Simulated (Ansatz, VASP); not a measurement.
**One calculation of AlFe, two programs**

```
Al Fe
1.0
     2.81552    0.00000    0.00000
     0.00000    2.81552    0.00000
     0.00000    0.00000    2.81552
Al Fe
1 1
Direct
  0.00000 0.00000 0.00000
  0.50000 0.50000 0.50000
```

Alike in both runs: functional LDA; k mesh 14 × 14 × 14; occupations gaussian, width 0.1 eV; collinear spin.

Ansatz relaxed the structure, and its values are those at the end. VASP's run is a single point on that final structure, the one shown.

|  | VASP | Ansatz |
| --- | --- | --- |
| version | VASP 6.6.1 | Ansatz 0.2.0 |
| potentials or method | VASP PAW LDA potentials, release 64 (Al, Fe), cutoff 520 eV | scalar-relativistic, plane waves, PAW |
| valence electrons in the cell | 11 | 19 |

|  | VASP | Ansatz | Ansatz less VASP |
| --- | --- | --- | --- |
| gap on the k mesh at the Fermi level (eV) | none | none | - |
| pressure (GPa) | 0.4 | 0.0 | -0.37 |
| net moment per atom (μB) | 0.30 | 0.31 | +0.012 |
| size of the moment on the site where the two differ most (μB) | 0.61 | 0.63 | +0.018 |

LDA's correlation is that of Perdew and Zunger in VASP and of Perdew and Wang (1992) in Ansatz. Site moments also hang on the region over which each program counts them. A gap of «none» marks a metal or a gap that the smearing closes. VASP's potentials hold 11 valence electrons a cell and Ansatz's 19, so a difference there can come from the potentials and not from the codes.
